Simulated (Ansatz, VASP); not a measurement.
**CdSe in VASP and in Ansatz**

Contents of INCAR:

```
  ALGO = Normal
  EDIFF = 1E-6
  ENCUT = 520
  GGA = PE
  ISIF = 2
  ISMEAR = 0
  LASPH = True
  LCHARG = True
  LELF = True
  LREAL = False
  LVHAR = True
  LWAVE = False
  NBANDS = 16
  NELM = 60
  PREC = Accurate
  SIGMA = 0.05
```

The input KPOINTS:

```
k-points
0
Gamma
  10 10 10
```

Contents of POSCAR:

```
CdSe
1.0
    0.0000000000      3.0702711986      3.0702711986
    3.0702711986      0.0000000000      3.0702711986
    3.0702711986      3.0702711986      0.0000000000
Cd Se
1 1
Direct
    0.0000000000      0.0000000000      0.0000000000
    0.8346204144      0.7217931952      0.7217931952
```

Input for Ansatz:

```yaml
crystal:
  lattice:
    - [0.0, 3.0702711986, 3.0702711986]
    - [3.0702711986, 0.0, 3.0702711986]
    - [3.0702711986, 3.0702711986, 0.0]
  atoms:
    - { symbol: Cd, position: [0.0, 0.0, 0.0] }
    - { symbol: Se, position: [0.8346204144, 0.7217931952, 0.7217931952] }
basis:
  ecutwfc: 420
kpoints:
  mp_grid: { grid: [10, 10, 10] }
hamiltonian:
  xc: pbe
scf:
  occupations: { method: gaussian, width: 0.05 }
output:
  forces: true
  stress: true
  eigenvalues: true
```

Change from the starting cell: all Se atoms moved -0.300 Å, as atom 2 towards its neighbour atom 1 (Cd) at 2.659 Å.

Alike in both runs: task single point; functional PBE; k mesh 10 × 10 × 10; occupations gaussian, width 0.05 eV; no spin polarisation.

|  | VASP | Ansatz |
| --- | --- | --- |
| version | VASP 6.6.1 | Ansatz 0.2.0 |
| potentials or method | VASP PAW PBE potentials, release 64 (Cd, Se), cutoff 520 eV | scalar-relativistic, plane waves, PAW |
| valence electrons in the cell | 18 | 36 |

```tsv
	VASP	Ansatz	Ansatz less VASP
gap on the k mesh at the Fermi level (eV)	0.57	0.57	+0.003
least direct gap on the mesh (eV)	0.57	0.57	+0.003
pressure (GPa)	2.7	2.4	-0.32
traceless stress, the component that is largest in VASP (GPa)	1.87	1.77	-0.093
rms of the force components (eV/Å)	0.423	0.411	-0.0114
```

Atom by atom the forces differ by 0.011 eV/Å (rms over components). VASP's potentials hold 18 valence electrons a cell and Ansatz's 36, so a difference there can come from the potentials and not from the codes.
